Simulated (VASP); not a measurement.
A run of VASP 6.6.1:

INCAR

```
PREC     = Accurate       # precision mode
ENCUT    = 520            # plane-wave cutoff, eV
EDIFF    = 1E-7           # SCF threshold, eV
ISMEAR   = 0              # smearing method
SIGMA    = 0.05           # smearing width, eV
LREAL    = False          # projectors in reciprocal space
LASPH    = True           # aspherical terms in the spheres
NELM     = 80             # most SCF steps
ALGO     = Normal         # electronic algorithm
ISIF     = 2              # what is computed and relaxed
LWAVE    = False          # write WAVECAR
LCHARG   = False          # write CHGCAR
GGA      = PE             # functional
NBANDS   = 14             # bands
```

File KPOINTS:

```
Automatic mesh
0
Gamma
  14 14 14
```

File POSCAR:

```
CoO
1.0
    0.0000000000      2.0579406233      2.0579406233
    2.0579406233      0.0000000000      2.0579406233
    2.0579406233      2.0579406233      0.0000000000
Co O
1 1
Direct
    0.0000000000      0.0000000000      0.0000000000
    0.5000000000      0.5000000000      0.5000000000
```

Potentials or basis: VASP PAW PBE potentials, release 64 (Co, O).

Launch:

```console
$ cat potpaw_PBE.64/Co/POTCAR potpaw_PBE.64/O/POTCAR > POTCAR
$ mpirun -np 1 vasp_std > vasp.out
```

Hardware: 1 thread of Intel(R) Xeon(R) Platinum 8488C (Sapphire Rapids) (shared host).

Estimate the wall time of this run.

Wall time 15 s on 1 thread of Intel(R) Xeon(R) Platinum 8488C (Sapphire Rapids), with other jobs on the host, peak memory 0.15 GiB. Counts: scf iterations 14, k points 104.
